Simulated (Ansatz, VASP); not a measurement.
# Two plane-wave programs on Si2BN

```
Si B N
1.0
     4.05908    0.00000    0.00000
     0.00000    4.05908    0.00000
     0.00000    0.00000    3.46375
Si B N
2 1 1
Direct
  0.50000 0.50000 0.50000
  0.00000 0.00000 0.00000
  0.00000 0.00000 0.50000
  0.50000 0.50000 0.00000
```

Alike in both runs: task single point; functional PBE; k mesh 4 × 4 × 6; occupations gaussian, width 0.1 eV; collinear spin.

```csv
,VASP,Ansatz
version,VASP 6.6.1,Ansatz 0.2.0
potentials or method,"VASP PAW PBE potentials, release 64 (Si, B, N), cutoff 520 eV","scalar-relativistic, plane waves, PAW"
valence electrons in the cell,16,16
```

```csv
,VASP,Ansatz,Ansatz less VASP
gap on the k mesh at the Fermi level (eV),none,none,-
pressure (GPa),-0.7,-0.7,+0.04
"traceless stress, the component that is largest in VASP (GPa)",20.18,20.18,-0.002
net moment per atom (μB),0.00,0.00,0.000
```

A gap of «none» marks a metal or a gap that the smearing closes. The functional is the same, so the differences come from potentials, cutoffs and numerics. Ansatz's warnings: seeded moment not kept.

The k mesh is coarse, so the values compare programs but aren't converged.
